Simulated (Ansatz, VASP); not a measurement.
# One calculation of Si3Sn, two programs

INCAR

```
SYSTEM = Si3Sn
ALGO = Normal
EDIFF = 1E-7
ENCUT = 520
GGA = PE
ISIF = 2
ISMEAR = 0
LASPH = .TRUE.
LCHARG = .FALSE.
LREAL = .FALSE.
LWAVE = .FALSE.
NBANDS = 21
NELM = 100
PREC = Accurate
SIGMA = 0.01
```

File KPOINTS:

```
k-points
0
G
  6 6 6
  0 0 0
```

POSCAR

```
Si3Sn
1.0
    2.0239181904      1.1685097120      6.6336726333
   -2.0239181904      1.1685097120      6.6336726333
    0.0000000000     -2.3370194240      6.6336726333
Si Sn
3 1
Direct
    1.0061337070      0.0061337070      0.0061337070
    0.4931881577      0.4931881577      0.4931881577
    0.3753444185      0.3753444185      0.3753444185
    0.8753337168      0.8753337168      0.8753337168
```

Input for Ansatz:

```yaml
crystal:
  lattice:
    - [2.0239181904, 1.168509712, 6.6336726333]
    - [-2.0239181904, 1.168509712, 6.6336726333]
    - [0.0, -2.337019424, 6.6336726333]
  atoms:
    - { symbol: Si, position: [1.006133707, 0.006133707, 0.006133707] }
    - { symbol: Si, position: [0.4931881577, 0.4931881577, 0.4931881577] }
    - { symbol: Si, position: [0.3753444185, 0.3753444185, 0.3753444185] }
    - { symbol: Sn, position: [0.8753337168, 0.8753337168, 0.8753337168] }
kpoints:
  mp_grid: { grid: [6, 6, 6] }
hamiltonian:
  xc: pbe
scf:
  occupations: { method: fixed }
output:
  optics:
    e_range: [0, 12]
    de: 0.05
    sigma: 0.1
    bands: { spectra_wanted_up_to: 12 }
  write_density: true
  write_potential: true
  elf: true
  volumetric_format: npy
```

Alike in both runs: task single point; functional PBE; k mesh 6 × 6 × 6; no spin polarisation.

|  | VASP | Ansatz |
| --- | --- | --- |
| version | VASP 6.6.1 | Ansatz 0.2.0 |
| potentials or method | VASP PAW PBE potentials, release 64 (Si, Sn_d) | plane waves, PAW |
| plane-wave cutoff (eV) | 520 | 420 |
| occupations | gaussian, width 0.01 eV | fixed |
| valence electrons in the cell | 26 | 26 |

|  | VASP | Ansatz | Ansatz less VASP |
| --- | --- | --- | --- |
| gap on the k mesh at the Fermi level (eV) | 0.20 | 0.20 | +0.001 |
